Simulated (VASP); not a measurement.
# CdS5 (P6/mmm) in VASP: relaxation of cell and atoms with PBE

Aim: the relaxation of cell and atoms of CdS5 with PBE.

Everything below comes from runs of VASP 6.6.1. Logs are shortened: lines on timing, memory, paths and dates and some standing lists are left out, and cuts for length are marked.

## 1. The cell of the first run

The structure is hexagonal, space group P6/mmm (No. 191). Conventional cell: a = 5.502 Å, b = 5.502 Å, c = 5.020 Å, α = 90.00°, β = 90.00°, γ = 120.00°. Cd (site symmetry 6/mmm) has 2 S at 2.51 Å within 3.3 Å. Within 2.6 Å of S (site symmetry 3m) lie 1 S at 1.93 Å. Within 3.3 Å of S (site symmetry 6/mmm) lie 2 Cd at 2.51 Å.

## 2. Relaxation of cell and atoms, PBE

INCAR reads:

```
PREC = Accurate
ENCUT = 600
EDIFF = 1E-6
ISMEAR = 0
SIGMA = 0.1
LREAL = False
LASPH = True
NELM = 60
ALGO = Normal
ISIF = 3
LWAVE = False
LCHARG = False
GGA = PE
IBRION = 2
NSW = 100
EDIFFG = -0.01
```

KPOINTS reads:

```
regular mesh
0
Gamma
  12 12 8
```

POSCAR reads:

```
CdS5
1.0
    5.5020784075      0.0000000000      0.0000000000
   -2.7510392037      4.7649396745      0.0000000000
    0.0000000000      0.0000000000      5.0204464620
Cd S
1 5
Direct
    0.0000000000      0.0000000000      0.5000000000
    0.3333333333      0.6666666667      0.3075519260
    0.3333333333      0.6666666667      0.6924480740
    0.6666666667      0.3333333333      0.6924480740
    0.6666666667      0.3333333333      0.3075519260
    0.0000000000      0.0000000000      0.0000000000
```

Potentials or basis: VASP PAW PBE potentials, release 64 (Cd, S).

Command:

```console
$ cat potpaw_PBE.64/Cd/POTCAR potpaw_PBE.64/S/POTCAR > POTCAR
$ mpirun -np 1 vasp_std > vasp.out
```

OUTCAR:

```text
PREC = Accurate
   ENCUT = 600
   EDIFF = 1E-6
   ISMEAR = 0
   LREAL = False
   LASPH = True
   NELM = 60
   ISIF = 3
   GGA = PE
   IBRION = 2
   NSW = 100
   EDIFFG = -0.01

 ion  position               nearest neighbor table
   1  0.000  0.000  0.500-   6 2.51   6 2.51
   2  0.333  0.667  0.308-   3 1.93
   3  0.333  0.667  0.692-   2 1.93
   4  0.667  0.333  0.692-   5 1.93
   5  0.667  0.333  0.308-   4 1.93
   6  0.000  0.000  0.000-   1 2.51   1 2.51

  LATTYP: Found a hexagonal cell.
 ALAT       =     5.5020784075
 C/A-ratio  =     0.9124636347

  Lattice vectors:

 A1 = (   5.5020784075,   0.0000000000,   0.0000000000)
 A2 = (  -2.7510392037,   4.7649396745,   0.0000000000)
 A3 = (   0.0000000000,   0.0000000000,   5.0204464620)

Analysis of symmetry for initial positions (statically):
=====================================================================
 Subroutine PRICEL returns:
 Original cell was already a primitive cell.

 Routine SETGRP: Setting up the symmetry group for a
 hexagonal supercell.

 Subroutine GETGRP returns: Found 24 space group operations
 (whereof 24 operations were pure point group operations)
 out of a pool of 24 trial point group operations.

The static configuration has the point symmetry D_6h.

Analysis of symmetry for dynamics (positions and initial velocities):
=====================================================================
 Subroutine PRICEL returns:
 Original cell was already a primitive cell.

 Routine SETGRP: Setting up the symmetry group for a
 hexagonal supercell.

 Subroutine GETGRP returns: Found 24 space group operations
 (whereof 24 operations were pure point group operations)
 out of a pool of 24 trial point group operations.

The dynamic configuration has the point symmetry D_6h.

 Subroutine INISYM returns: Found 24 space group operations
 (whereof 24 operations are pure point group operations),
 and found     1 'primitive' translations

----------------------------------------------------------------------------------------

                                     Primitive cell

  volume of cell :     131.6214

  direct lattice vectors                    reciprocal lattice vectors
     5.502078407  0.000000000  0.000000000     0.181749500  0.104933123  0.000000000
    -2.751039204  4.764939674  0.000000000     0.000000000  0.209866246  0.000000000
     0.000000000  0.000000000  5.020446462     0.000000000  0.000000000  0.199185472

  length of vectors
     5.502078407  5.502078407  5.020446462     0.209866246  0.209866246  0.199185472

  position of ions in fractional coordinates (direct lattice)
     0.000000000  0.000000000  0.500000000
     0.333333333  0.666666667  0.307551926
     0.333333333  0.666666667  0.692448074
     0.666666667  0.333333333  0.692448074
     0.666666667  0.333333333  0.307551926
     0.000000000  0.000000000  0.000000000

  ion indices of the primitive-cell ions
   primitive index   ion index
                 1           1
                 2           2
                 3           3
                 4           4
                 5           5
                 6           6

----------------------------------------------------------------------------------------

 KPOINTS: regular mesh

Automatic generation of k-mesh.
 Grid dimensions read from file:
 generate k-points for:   12   12    8

 Generating k-lattice:

  Cartesian coordinates                     Fractional coordinates (reciprocal lattice)
     0.015145792  0.008744427  0.000000000     0.083333333  0.000000000  0.000000000
     0.000000000  0.017488854  0.000000000     0.000000000  0.083333333  0.000000000
     0.000000000  0.000000000  0.024898184     0.000000000  0.000000000  0.125000000

  Length of vectors
     0.017488854  0.017488854  0.024898184

  Shift w.r.t. Gamma in fractional coordinates (k-lattice)
     0.000000000  0.000000000  0.000000000

 Subroutine IBZKPT returns following result:
 ===========================================

 Found     95 irreducible k-points:

 Following reciprocal coordinates:
            Coordinates               Weight
  0.000000  0.000000  0.000000      1.000000
  0.083333  0.000000  0.000000      6.000000
  0.166667  0.000000  0.000000      6.000000
  0.250000  0.000000  0.000000      6.000000
  0.333333 -0.000000  0.000000      6.000000
  0.416667  0.000000  0.000000      6.000000
[... 16 lines left out ...]
  0.250000  0.000000  0.125000     12.000000
  0.333333 -0.000000  0.125000     12.000000
 [... further k-points ...]
   k-points           NKPTS =     95   k-points in BZ     NKDIM =     95   number of bands    NBANDS=     25
   number of dos      NEDOS =    301   number of ions     NIONS =      6
   total plane-waves  NPLWV =  92160
   dimension x,y,z NGX =    48 NGY =   48 NGZ =   40
   dimension x,y,z NGXF=    96 NGYF=   96 NGZF=   80
   ions per type =               1   5
   NGX,Y,Z   is equivalent  to a cutoff of  14.50, 14.50, 13.25 a.u.
   NGXF,Y,Z  is equivalent  to a cutoff of  29.01, 29.01, 26.49 a.u.
 SYSTEM =  unknown system
   PREC   = accura    normal or accurate (medium, high low for compatibility)
   ISTART =      0    job   : 0-new  1-cont  2-samecut
   ICHARG =      2    charge: 1-file 2-atom 10-const
   ISPIN  =      1    spin polarized calculation?
   LNONCOLLINEAR =      F non collinear calculations
   LSORBIT =      F    spin-orbit coupling
   LASPH  =      T    aspherical Exc in radial PAW
   ENCUT  =  600.0 eV  44.10 Ry    6.64 a.u.  10.99 10.99 10.03*2*pi/ulx,y,z
   NELM   =     60;   NELMIN=  2; NELMDL= -5     # of ELM steps
   EDIFF  = 0.1E-05   stopping-criterion for ELM
   LREAL  =      F    real-space projection
   EDIFFG = -.1E-01   stopping-criterion for IOM
   NSW    =    100    number of steps for IOM
   IBRION =      2    ionic relax: 0-MD 1-quasi-New 2-CG
   NFREE  =      1    steps in history (QN), initial steepest desc. (CG)
   ISIF   =      3    stress and relaxation
   ISYM   =      2    0-nonsym 1-usesym 2-fastsym
   POTIM  = 0.5000    time-step for ionic-motion
   TEBEG  =    0.0;   TEEND  =   0.0 temperature during run
   PSTRESS=    0.0 pullay stress
   NELECT =      42.0000    total number of electrons
   NUPDOWN=      -1.0000    fix difference up-down
   EMIN   =  10.00;   EMAX   =-10.00  energy-range for DOS
   EFERMI =   0.00;   METHOD = LEGACY
   ISMEAR =     0;   SIGMA  =   0.10  broadening in eV -4-tet -1-fermi 0-gaus
   EFERMI_NEDOS =   21; number of points for ismear=-14 and -15
   IALGO  =     38    algorithm
   IMIX   =      4    mixing-type and parameters
     AMIX     =   0.40;   BMIX     =  1.00
     AMIX_MAG =   1.60;   BMIX_MAG =  1.00
  volume/ion in A,a.u.               =      21.94       148.04
  Fermi-wavevector in a.u.,A,eV,Ry     =   1.118705  2.114047 17.027717  1.251502
  Thomas-Fermi vector in A             =   2.255339
   LORBIT       =      0    0 simple, 1 ext, 2 COOP (PROOUT), +10 PAW based schemes
   GGA     = PE    functional components
   LHFCALC =     F    Hartree Fock is set to
   AEXX    =    0.0000 exact exchange contribution
   IVDW    =     0    specifies the selected vdW correction
   LEPSILON=     F    determine dielectric tensor
   LRPA    =     F    only Hartree local field effects (RPA)
 conjugate gradient relaxation of ions
 non-spin polarized calculation
 Gauss-broadening in eV      SIGMA  =   0.10
  energy-cutoff  :      600.00
  volume of cell :      131.62
 maximum number of plane-waves:      4443
 NGX is ok and might be reduce to    48
   NGX = 21   NGY = 21   NGZ = 21

--------------------------------------- Ionic step        1  -------------------------------------------

 number of electron      42.0000002 magnetization

 Free energy of the ion-electron system (eV)
  ---------------------------------------------------
  ext. energy  EPLUGINS =         0.00000000
  ---------------------------------------------------
  free energy    TOTEN  =       -19.54835784 eV

  energy without entropy =      -19.53210353  energy(sigma->0) =      -19.54023068

------------------------ aborting loop because EDIFF is reached ----------------------------------------

  FORCE on cell =-STRESS in cart. coord.  units (eV):
  Direction    XX          YY          ZZ          XY          YZ          ZX
  --------------------------------------------------------------------------------------
  -------------------------------------------------------------------------------------
  Total       -0.0813780     -0.0813780     -0.7732214     -0.0000000     -0.0000000     -0.0000000
  in kB       -0.9905838     -0.9905838     -9.4121304     -0.0000000     -0.0000000     -0.0000000
  external PRESSURE =      -3.7977660 kB  Pullay stress =       0.0000000 kB
[... 65 lines left out ...]
  energy  without entropy=      -19.5218654899  energy(sigma->0) =      -19.52974184

--------------------------------------- Ionic step        3  -------------------------------------------

 number of electron      42.0000002 magnetization

 Free energy of the ion-electron system (eV)
  ---------------------------------------------------
  ext. energy  EPLUGINS =         0.00000000
  ---------------------------------------------------
  free energy    TOTEN  =       -19.54969027 eV

  energy without entropy =      -19.53355711  energy(sigma->0) =      -19.54162369

 E-fermi :   3.6835     XC(G=0):  -9.5707

 val. band max:        3.6731411969   @ k =   0.1667   0.0000   0.0000
 cond. band min:       3.6845924800   @ k =   0.3333  -0.0000   0.3750
 fundamental gap:      0.0114512830
 Fermi energy:         3.6835383137

 k-point     1 :       0.0000    0.0000    0.0000
  band No.  band energies     occupation
      1     -12.8559      2.00000
      2     -11.8086      2.00000
      3      -8.4274      2.00000
      4      -7.1135      2.00000
      5      -5.8628      2.00000
      6      -5.0705      2.00000
[... 661 lines left out ...]
     24       4.5734      0.00000
     25       7.6776      0.00000

 [... further k-points ...]
[... 5 lines left out ...]
  --------------------------------------------------------------------------------------
  -------------------------------------------------------------------------------------
  Total       -0.0293886     -0.0293886     -0.0073278     -0.0000000      0.0000000     -0.0000000
  in kB       -0.3584198     -0.3584198     -0.0893694     -0.0000000      0.0000000     -0.0000000
  external PRESSURE =      -0.2687363 kB  Pullay stress =       0.0000000 kB
[... 21 lines left out ...]
  FREE ENERGIE OF THE ION-ELECTRON SYSTEM (eV)
  ---------------------------------------------------
  free  energy   TOTEN  =       -19.5496902668 eV

  energy  without entropy=      -19.5335571058  energy(sigma->0) =      -19.54162369

 reached required accuracy - stopping structural energy minimisation
```

It took 19 min on 1 thread of Intel Xeon 8259CL, shared host; peak memory 0.54 GiB.

Results:

```
Free energy                            : -19.5497 eV
Relaxed volume                         : 21.90 Å³/atom
Relaxed cell                           : a = 5.501 Å, b = 5.501 Å, c = 5.013 Å, α = 90.00°, β = 90.00°, γ = 120.00°
Space group after relaxing (to 0.05 Å) : P6/mmm (No. 191)
Energy gained by relaxing              : 0.2 meV/atom
Ionic steps                            : 3
Pressure after relaxing                : 0.0 GPa
Band gap on the k mesh                 : zero (band 21 reaches 3.97 eV, above the bottom of band 22 at 3.01 eV)
```

Step by step:
```
step  energy change (eV)  largest force (eV/Å)  pressure (GPa)  volume (Å³)
   1              0.0000                0.1697           -0.38       131.62
   2              0.0107                0.5475            1.06       130.63
   3             -0.0013                0.0018           -0.03       131.37
```

Final structure:
```
Cd S
1.0
     5.50117    0.00000    0.00000
    -2.75058    4.76415    0.00000
     0.00000    0.00000    5.01254
Cd S
1 5
Direct
  0.00000 0.00000 0.50000
  0.33333 0.66667 0.30796
  0.33333 0.66667 0.69204
  0.66667 0.33333 0.69204
  0.66667 0.33333 0.30796
  0.00000 0.00000 0.00000
```
